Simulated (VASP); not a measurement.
Wanted: the native input for a VASP 6.6.1 run.

| Property | Result |
| --- | --- |
| Task | single point |
| Functional | LDA |
| Potentials or basis | VASP PAW LDA potentials, release 64 (C) |
| Cutoff | 520 eV |
| k mesh | 14 × 14 × 14 |
| Occupations | gaussian, width 0.05 eV |
| Spin | no spin polarisation |
| Dipole correction | no |
| Further INCAR settings | ALGO = Normal; EDIFF = 1e-06; NBANDS = 11 |

The structure of C lies in POSCAR:

```
C
1.0
    0.0000000000      2.1908100000      3.4484400000
    1.2648400000      0.0000000000      3.4484400000
    1.2648400000      2.1908100000      0.0000000000
C
2
Direct
    0.1666700000      0.8333300000      0.1666700000
    0.8333300000      0.1666700000      0.8333300000
```

This cell differs from its parent crystal: strain +0.030 along x and y, +0.030 along z.

The input as run:

INCAR

```
ALGO = Normal ; EDIFF = 1E-6
ENCUT = 520 ; ISIF = 2
ISMEAR = 0 ; LASPH = True
LCHARG = False ; LREAL = False
LWAVE = False ; NBANDS = 11
NELM = 60 ; PREC = Accurate
SIGMA = 0.05
```

KPOINTS

```
k-points
0
Gamma
  14 14 14
```

Potentials or basis: VASP PAW LDA potentials, release 64 (C).

The run is started by

```bash
$ cat potpaw_LDA.64/C/POTCAR > POTCAR
$ mpirun -np 1 vasp_std > vasp.out
```

It gave:

- Pressure: -24.1 GPa
- Largest force: 0.030 eV/Å
- Band gap on the k mesh: 0.34 eV, indirect (least direct gap 0.43 eV)

Caveat: the cell differs from its parent crystal (strain +0.030 along x and y, +0.030 along z).

Run time: 49 s on 1 thread of Intel(R) Xeon(R) 6975P-C (Granite Rapids), on a shared host, peak memory 0.17 GiB.
